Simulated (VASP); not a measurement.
# Mo (I4/mmm) in VASP: notebook

Mo is run at these levels: r2SCAN; tasks: single point.

Program: VASP 6.6.1. These are calculated values, not measurements. Logs are shortened: lines on timing, memory, paths and dates and some standing lists are left out, and cuts for length are marked.

**1. The cell of the first run**

The structure is tetragonal, space group I4/mmm (No. 139). The conventional cell has a = 3.213 Å, b = 3.213 Å, c = 3.113 Å, α = 90.00°, β = 90.00°, γ = 90.00°. Within 3.6 Å of Mo (site symmetry 4/mmm) lie 14 Mo at 2.75 to 3.21 Å.

**2. Single point, r2SCAN (biaxial strain in the a-b plane: +2.0 %)**

POSCAR reads:

```
Mo
1.0
    3.2134388980      0.0000000000      0.0000000000
    0.0000000000      3.2134388980      0.0000000000
    0.0000000000      0.0000000000      3.1126251286
Mo
2
Direct
    0.0000000000      0.0000000000      0.0000000000
    0.5000000000      0.5000000000      0.5000000000
```

INCAR.step1 reads:

```
ALGO = Normal
EDIFF = 1E-4
ENCUT = 520
GGA = PE
ISMEAR = 0
LASPH = True
LCHARG = False
LREAL = False
LWAVE = True
NBANDS = 21
NELM = 100
PREC = Accurate
SIGMA = 0.1
```

INCAR.step2 reads:

```
ALGO = Normal
EDIFF = 1E-6
ENCUT = 520
ISIF = 2
ISMEAR = 0
ISTART = 1
LASPH = True
LCHARG = False
LMIXTAU = True
LREAL = False
LWAVE = False
METAGGA = R2SCAN
NBANDS = 21
NELM = 100
PREC = Accurate
SIGMA = 0.1
```

KPOINTS reads:

```
k-points
0
Gamma
  16 16 16
```

Potentials or basis: VASP PAW PBE potentials, release 64 (Mo_sv).

The run is started by

```
$ cat potpaw_PBE.64/Mo_sv/POTCAR > POTCAR
$ cp INCAR.step1 INCAR
$ mpirun -np 1 vasp_std > vasp.out
$ cp INCAR.step2 INCAR
$ mpirun -np 1 vasp_std > vasp.out
```

OUTCAR:

```text
EDIFF = 1E-6
   ENCUT = 520
   ISIF = 2
   ISMEAR = 0
   ISTART = 1
   LASPH = True
   LREAL = False
   METAGGA = R2SCAN
   NELM = 100
   PREC = Accurate

 ion  position               nearest neighbor table
   1  0.000  0.000  0.000-   2 2.75   2 2.75   2 2.75   2 2.75   2 2.75   2 2.75   2 2.75   2 2.75

   2  0.500  0.500  0.500-   1 2.75   1 2.75   1 2.75   1 2.75   1 2.75   1 2.75   1 2.75   1 2.75

  LATTYP: Found a simple tetragonal cell.
 ALAT       =     3.2134388980
 C/A-ratio  =     0.9686274510

  Lattice vectors:

 A1 = (   3.2134388980,   0.0000000000,   0.0000000000)
 A2 = (   0.0000000000,   3.2134388980,   0.0000000000)
 A3 = (   0.0000000000,   0.0000000000,   3.1126251286)

Analysis of symmetry for initial positions (statically):
=====================================================================
 Subroutine PRICEL returns following result:

  LATTYP: Found a body centered tetragonal cell.
 ALAT       =     3.2134388980
 C/A-ratio  =     0.9686274510

  Lattice vectors:

 A1 = (  -1.6067194490,  -1.6067194490,  -1.5563125643)
 A2 = (   1.6067194490,   1.6067194490,  -1.5563125643)
 A3 = (   1.6067194490,  -1.6067194490,   1.5563125643)

   2 primitive cells build up your supercell.

 Routine SETGRP: Setting up the symmetry group for a
 simple tetragonal supercell.

 Subroutine GETGRP returns: Found 16 space group operations
 (whereof 16 operations were pure point group operations)
 out of a pool of 16 trial point group operations.

The static configuration has the point symmetry D_4h.

Analysis of symmetry for dynamics (positions and initial velocities):
=====================================================================
 Subroutine PRICEL returns following result:

  LATTYP: Found a body centered tetragonal cell.
 ALAT       =     3.2134388980
 C/A-ratio  =     0.9686274510

  Lattice vectors:

 A1 = (  -1.6067194490,  -1.6067194490,  -1.5563125643)
 A2 = (   1.6067194490,   1.6067194490,  -1.5563125643)
 A3 = (   1.6067194490,  -1.6067194490,   1.5563125643)

   2 primitive cells build up your supercell.

 Routine SETGRP: Setting up the symmetry group for a
 simple tetragonal supercell.

 Subroutine GETGRP returns: Found 16 space group operations
 (whereof 16 operations were pure point group operations)
 out of a pool of 16 trial point group operations.

The dynamic configuration has the point symmetry D_4h.

 Subroutine INISYM returns: Found 16 space group operations
 (whereof 16 operations are pure point group operations),
 and found     2 'primitive' translations

----------------------------------------------------------------------------------------

                                     Primitive cell

  volume of cell :      16.0708

  direct lattice vectors                    reciprocal lattice vectors
    -1.606719449 -1.606719449 -1.556312564    -0.000000000 -0.311193096 -0.321272225
     1.606719449  1.606719449 -1.556312564     0.311193096  0.000000000 -0.321272225
     1.606719449 -1.606719449  1.556312564     0.311193096 -0.311193096  0.000000000

  length of vectors
     2.754124829  2.754124829  2.754124829     0.447277303  0.447277303  0.440093497

  position of ions in fractional coordinates (direct lattice)
     0.000000000  0.000000000  0.000000000

  ion indices of the primitive-cell ions
   primitive index   ion index
                 1           1

----------------------------------------------------------------------------------------

 KPOINTS: k-points

Automatic generation of k-mesh.
 Grid dimensions read from file:
 generate k-points for:   16   16   16

 Generating k-lattice:

  Cartesian coordinates                     Fractional coordinates (reciprocal lattice)
     0.019449569  0.000000000  0.000000000     0.062500000  0.000000000  0.000000000
     0.000000000  0.019449569  0.000000000     0.000000000  0.062500000  0.000000000
     0.000000000  0.000000000  0.020079514     0.000000000  0.000000000  0.062500000

  Length of vectors
     0.019449569  0.019449569  0.020079514

  Shift w.r.t. Gamma in fractional coordinates (k-lattice)
     0.000000000  0.000000000  0.000000000

 Subroutine IBZKPT returns following result:
 ===========================================

 Found    405 irreducible k-points:

 Following reciprocal coordinates:
            Coordinates               Weight
  0.000000  0.000000  0.000000      1.000000
  0.062500  0.000000  0.000000      4.000000
  0.125000  0.000000  0.000000      4.000000
  0.187500  0.000000  0.000000      4.000000
  0.250000  0.000000  0.000000      4.000000
  0.312500  0.000000  0.000000      4.000000
[... 16 lines left out ...]
  0.437500  0.125000  0.000000      8.000000
  0.500000  0.125000  0.000000      4.000000
 [... further k-points ...]
   k-points           NKPTS =    405   k-points in BZ     NKDIM =    405   number of bands    NBANDS=     21
   number of dos      NEDOS =    301   number of ions     NIONS =      2
   total plane-waves  NPLWV =  13824
   dimension x,y,z NGX =    24 NGY =   24 NGZ =   24
   dimension x,y,z NGXF=    48 NGYF=   48 NGZF=   48
   ions per type =               2
   NGX,Y,Z   is equivalent  to a cutoff of  12.42, 12.42, 12.82 a.u.
   NGXF,Y,Z  is equivalent  to a cutoff of  24.83, 24.83, 25.64 a.u.
 SYSTEM =  unknown system
   PREC   = accura    normal or accurate (medium, high low for compatibility)
   ISTART =      1    job   : 0-new  1-cont  2-samecut
   ICHARG =      0    charge: 1-file 2-atom 10-const
   ISPIN  =      1    spin polarized calculation?
   LNONCOLLINEAR =      F non collinear calculations
   LSORBIT =      F    spin-orbit coupling
   LASPH  =      T    aspherical Exc in radial PAW
   ENCUT  =  520.0 eV  38.22 Ry    6.18 a.u.   5.97  5.97  5.79*2*pi/ulx,y,z
   NELM   =    100;   NELMIN=  2; NELMDL=  0     # of ELM steps
   EDIFF  = 0.1E-05   stopping-criterion for ELM
   LREAL  =      F    real-space projection
   EDIFFG = 0.1E-04   stopping-criterion for IOM
   NSW    =      0    number of steps for IOM
   IBRION =     -1    ionic relax: 0-MD 1-quasi-New 2-CG
   NFREE  =      0    steps in history (QN), initial steepest desc. (CG)
   ISIF   =      2    stress and relaxation
   ISYM   =      2    0-nonsym 1-usesym 2-fastsym
   POTIM  = 0.5000    time-step for ionic-motion
   TEBEG  =    0.0;   TEEND  =   0.0 temperature during run
   PSTRESS=    0.0 pullay stress
   NELECT =      28.0000    total number of electrons
   NUPDOWN=      -1.0000    fix difference up-down
   EMIN   =  10.00;   EMAX   =-10.00  energy-range for DOS
   EFERMI =   0.00;   METHOD = LEGACY
   ISMEAR =     0;   SIGMA  =   0.10  broadening in eV -4-tet -1-fermi 0-gaus
   EFERMI_NEDOS =   21; number of points for ismear=-14 and -15
   IALGO  =     38    algorithm
   IMIX   =      4    mixing-type and parameters
     AMIX     =   0.40;   BMIX     =  1.00
     AMIX_MAG =   1.60;   BMIX_MAG =  1.00
  volume/ion in A,a.u.               =      16.07       108.45
  Fermi-wavevector in a.u.,A,eV,Ry     =   1.563526  2.954636 33.261001  2.444615
  Thomas-Fermi vector in A             =   2.666285
   LORBIT       =      0    0 simple, 1 ext, 2 COOP (PROOUT), +10 PAW based schemes
   METAGGA = R2SCAN    functional components
   LHFCALC =     F    Hartree Fock is set to
   AEXX    =    0.0000 exact exchange contribution
   IVDW    =     0    specifies the selected vdW correction
   LEPSILON=     F    determine dielectric tensor
   LRPA    =     F    only Hartree local field effects (RPA)
 non-spin polarized calculation
 Gauss-broadening in eV      SIGMA  =   0.10
  energy-cutoff  :      520.00
  volume of cell :       32.14
 maximum number of plane-waves:       888
 NGX is ok and might be reduce to    24
   NGX = 11   NGY = 11   NGZ = 11

 number of electron      28.0000005 magnetization

 Free energy of the ion-electron system (eV)
  ---------------------------------------------------
  ext. energy  EPLUGINS =         0.00000000
  ---------------------------------------------------
  free energy    TOTEN  =       -52.12320195 eV

  energy without entropy =      -52.11682590  energy(sigma->0) =      -52.12001392

 E-fermi :  12.1313     XC(G=0): -14.4614

 val. band max:       12.1311275349   @ k =   0.1250   0.1250   0.5000
 cond. band min:      12.1401302927   @ k =   0.5000   0.1875   0.5000
 fundamental gap:      0.0090027577
 Fermi energy:        12.1312937045

 k-point     1 :       0.0000    0.0000    0.0000
  band No.  band energies     occupation
      1     -51.1157      2.00000
      2     -50.6704      2.00000
      3     -24.6345      2.00000
      4     -24.6345      2.00000
      5     -24.5386      2.00000
      6     -23.6560      2.00000
[... 13 lines left out ...]
     20      21.0657      0.00000
     21      21.0657      0.00000

 k-point     2 :       0.0625    0.0000    0.0000
  band No.  band energies     occupation
      1     -51.1109      2.00000
      2     -50.6741      2.00000
      3     -24.6340      2.00000
      4     -24.6249      2.00000
      5     -24.5298      2.00000
      6     -23.6750      2.00000
[... 13 lines left out ...]
     20      20.8195      0.00000
     21      21.4302      0.00000

 k-point     3 :       0.1250    0.0000    0.0000
  band No.  band energies     occupation
      1     -51.0966      2.00000
      2     -50.6851      2.00000
      3     -24.6316      2.00000
      4     -24.5965      2.00000
      5     -24.5036      2.00000
      6     -23.7302      2.00000
[... 13 lines left out ...]
     20      20.1626      0.00000
     21      22.3511      0.00000

 k-point     4 :       0.1875    0.0000    0.0000
  band No.  band energies     occupation
      1     -51.0737      2.00000
      2     -50.7032      2.00000
      3     -24.6246      2.00000
      4     -24.5505      2.00000
      5     -24.4612      2.00000
      6     -23.8158      2.00000
[... 13 lines left out ...]
     20      19.2641      0.00000
     21      23.5803      0.00000

 k-point     5 :       0.2500    0.0000    0.0000
  band No.  band energies     occupation
      1     -51.0433      2.00000
      2     -50.7280      2.00000
      3     -24.6089      2.00000
      4     -24.4886      2.00000
      5     -24.4043      2.00000
      6     -23.9235      2.00000
[... 13 lines left out ...]
     20      18.2802      0.00000
     21      24.9787      0.00000

 k-point     6 :       0.3125    0.0000    0.0000
  band No.  band energies     occupation
      1     -51.0067      2.00000
      2     -50.7588      2.00000
      3     -24.5801      2.00000
      4     -24.4134      2.00000
      5     -24.3352      2.00000
      6     -24.0436      2.00000
[... 13 lines left out ...]
     20      17.3308      0.00000
     21      26.4700      0.00000

 k-point     7 :       0.3750    0.0000    0.0000
  band No.  band energies     occupation
      1     -50.9658      2.00000
      2     -50.7949      2.00000
      3     -24.5345      2.00000
      4     -24.3279      2.00000
      5     -24.2566      2.00000
      6     -24.1660      2.00000
[... 13 lines left out ...]
     20      16.5112      0.00000
     21      27.9916      0.00000
[... 291 lines left out ...]
      1     -51.0288      2.00000
      2     -50.7374      2.00000
      3     -24.7275      2.00000
      4     -24.3780      2.00000
      5     -24.3466      2.00000
      6     -24.1033      2.00000
[... 13 lines left out ...]
     20      19.0274      0.00000
     21      23.8541      0.00000

 k-point    21 :       0.3125    0.1250    0.0000
  band No.  band energies     occupation
      1     -50.9947      2.00000
      2     -50.7656      2.00000
      3     -24.7187      2.00000
      4     -24.3136      2.00000
      5     -24.2609      2.00000
      6     -24.2306      2.00000
[... 13 lines left out ...]
     20      17.9553      0.00000
     21      25.0298      0.00000

 k-point    22 :       0.3750    0.1250    0.0000
  band No.  band energies     occupation
      1     -50.9566      2.00000
      2     -50.7987      2.00000
      3     -24.6893      2.00000
      4     -24.3544      2.00000
      5     -24.2405      2.00000
      6     -24.1704      2.00000
[... 13 lines left out ...]
     20      16.9669      0.00000
     21      26.0089      0.00000

 k-point    23 :       0.4375    0.1250    0.0000
  band No.  band energies     occupation
      1     -50.9162      2.00000
      2     -50.8357      2.00000
      3     -24.6374      2.00000
      4     -24.4671      2.00000
      5     -24.1618      2.00000
      6     -24.0775      2.00000
[... 13 lines left out ...]
     20      16.1463      0.00000
     21      26.5939      0.00000

 k-point    24 :       0.5000    0.1250    0.0000
  band No.  band energies     occupation
      1     -50.8754      2.00000
      2     -50.8754      2.00000
      3     -24.5628      2.00000
      4     -24.5628      2.00000
      5     -24.0807      2.00000
      6     -24.0807      2.00000
[... 13 lines left out ...]
     20      15.5476      0.00000
     21      26.9193      0.00000

 [... further k-points ...]

------------------------ aborting loop because EDIFF is reached ----------------------------------------

  FORCE on cell =-STRESS in cart. coord.  units (eV):
  Direction    XX          YY          ZZ          XY          YZ          ZX
  --------------------------------------------------------------------------------------
  -------------------------------------------------------------------------------------
  Total       -1.8293100     -1.8293100      0.1230465      0.0000000      0.0000000      0.0000000
  in kB      -91.1865890    -91.1865890      6.1335666      0.0000000      0.0000000      0.0000000
  external PRESSURE =     -58.7465372 kB  Pullay stress =       0.0000000 kB

 VOLUME and BASIS-vectors are now :
 -----------------------------------------------------------------------------
  energy-cutoff  :      520.00
  volume of cell :       32.14
      direct lattice vectors                 reciprocal lattice vectors
     3.213438898  0.000000000  0.000000000     0.311193096  0.000000000  0.000000000
     0.000000000  3.213438898  0.000000000     0.000000000  0.311193096  0.000000000
     0.000000000  0.000000000  3.112625129     0.000000000  0.000000000  0.321272225

 POSITION                                       TOTAL-FORCE (eV/Angst)
 -----------------------------------------------------------------------------------
      0.00000      0.00000      0.00000         0.000000      0.000000      0.000000
      1.60672      1.60672      1.55631        -0.000000     -0.000000     -0.000000
 -----------------------------------------------------------------------------------
    total drift:                                0.000000      0.000000     -0.000000

  FREE ENERGIE OF THE ION-ELECTRON SYSTEM (eV)
  ---------------------------------------------------
  free  energy   TOTEN  =       -52.1232019463 eV

  energy  without entropy=      -52.1168259023  energy(sigma->0) =      -52.12001392
```

Wall time 8.9 min (1 thread of Oxide Virtual Turin-like, shared host); peak memory 0.28 GiB.

What came out:

* Free energy: -52.1232 eV
* Pressure: -5.9 GPa
* Band gap on the k mesh: zero (bands 14 and 15 overlap by 2.36 eV)

Stress tensor (GPa, compression positive):
```
-9.12  0.00  0.00
 0.00 -9.12  0.00
 0.00  0.00  0.61
```

Caveat: the cell differs from its parent crystal (biaxial strain in the a-b plane: +2.0 %); the stress differs along the axes, from -9 to 1 GPa; the PAW data sets were made with another functional, which shifts forces and pressure a little.

**3. Single point, r2SCAN (biaxial strain in the a-b plane: +4.0 %, then relaxed in part)**

POSCAR reads:

```
Mo
1.0
    3.2764475038      0.0000000000      0.0000000000
    0.0000000000      3.2764475038      0.0000000000
    0.0000000000      0.0000000000      3.0729298238
Mo
2
Direct
    0.0000000000      0.0000000000      0.0000000000
    0.5000000000      0.5000000000      0.5000000000
```

INCAR.step1 reads:

```
ALGO = Normal ; EDIFF = 1E-4
ENCUT = 520 ; GGA = PE
ISMEAR = 0 ; LASPH = T
LCHARG = F ; LREAL = F
LWAVE = T ; NBANDS = 21
NELM = 60 ; PREC = Accurate
SIGMA = 0.1
```

INCAR.step2 reads:

```
ALGO = Normal ; EDIFF = 1E-7
ENCUT = 520 ; ISIF = 2
ISMEAR = 0 ; ISTART = 1
LASPH = T ; LCHARG = T
LELF = T ; LMIXTAU = T
LREAL = F ; LVHAR = T
LWAVE = F ; METAGGA = R2SCAN
NBANDS = 21 ; NELM = 60
PREC = Accurate ; SIGMA = 0.1
```

KPOINTS is that of step 2.

Potentials or basis: VASP PAW PBE potentials, release 64 (Mo_sv).

The run is started by

```
$ cat potpaw_PBE.64/Mo_sv/POTCAR > POTCAR
$ cp INCAR.step1 INCAR
$ mpirun -np 1 vasp_std > vasp.out
$ cp INCAR.step2 INCAR
$ mpirun -np 1 vasp_std > vasp.out
```

Wall time 15 min (1 thread of Oxide Virtual Turin-like, shared host); peak memory 0.29 GiB.

Results (log left out):

- Free energy: -52.0148 eV
- Pressure: -11.5 GPa
- Band gap on the k mesh: zero (bands 14 and 15 overlap by 2.49 eV)

Stress tensor (GPa, compression positive):
```
-17.72   0.00   0.00
  0.00 -17.72   0.00
  0.00   0.00   0.90
```

Levels at points of the mesh, in eV from the Fermi level:
```
           k point  band 11  band 12  band 13  band 14  band 15  band 16  band 17  band 18
(0.00, 0.00, 0.00)    -5.16    -1.81    -1.04    -1.04     1.28     2.25     3.77     3.77
(0.50, 0.00, 0.00)    -2.55    -2.55    -0.77    -0.77    -0.20    -0.20     1.00     1.00
(0.50, 0.50, 0.00)    -2.78    -2.78     1.03     1.03     1.11     1.11     2.14     2.14
(0.00, 0.00, 0.50)    -2.27    -2.27    -0.93    -0.93    -0.93    -0.93     0.63     0.63
(0.50, 0.00, 0.50)    -3.59    -3.59     1.56     1.56     1.80     1.80     2.82     2.82
(0.50, 0.50, 0.50)    -2.83    -2.83    -2.45    -2.45     2.32     2.32     2.72     2.72
```

Caveat: the cell differs from its parent crystal (biaxial strain in the a-b plane: +4.0 %, then relaxed in part); the stress differs along the axes, from -18 to 1 GPa; the PAW data sets were made with another functional, which shifts forces and pressure a little.

(Continued in part 2 of 2.)
